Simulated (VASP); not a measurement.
A run of VASP 6.6.1 is set up as follows.

Contents of INCAR:

```
ALGO = Normal ; EDIFF = 1E-7
ENCUT = 520 ; GGA = PS
ISIF = 2 ; ISMEAR = 0
LASPH = True ; LCHARG = True
LELF = True ; LREAL = False
LVHAR = True ; LWAVE = False
NBANDS = 9 ; NELM = 80
PREC = Accurate ; SIGMA = 0.01
```

The input KPOINTS:

```
k-points
0
Gamma
  10 10 10
```

Contents of POSCAR:

```
LiH
1.0
    0.0000000000      1.8645504606      1.8645504606
    1.8645504606      0.0000000000      1.8645504606
    1.8645504606      1.8645504606      0.0000000000
Li H
1 1
Direct
    0.0000000000      0.0000000000      0.0000000000
    0.5000000000      0.5000000000      0.5000000000
```

Potentials or basis: VASP PAW PBE potentials, release 64 (Li_sv, H).

The run is started by

```sh
$ cat potpaw_PBE.64/Li_sv/POTCAR potpaw_PBE.64/H/POTCAR > POTCAR
$ mpirun -np 1 vasp_std > vasp.out
```

(1) Predict the band gap on the k mesh.

Results:

(1) 2.52 eV, direct.
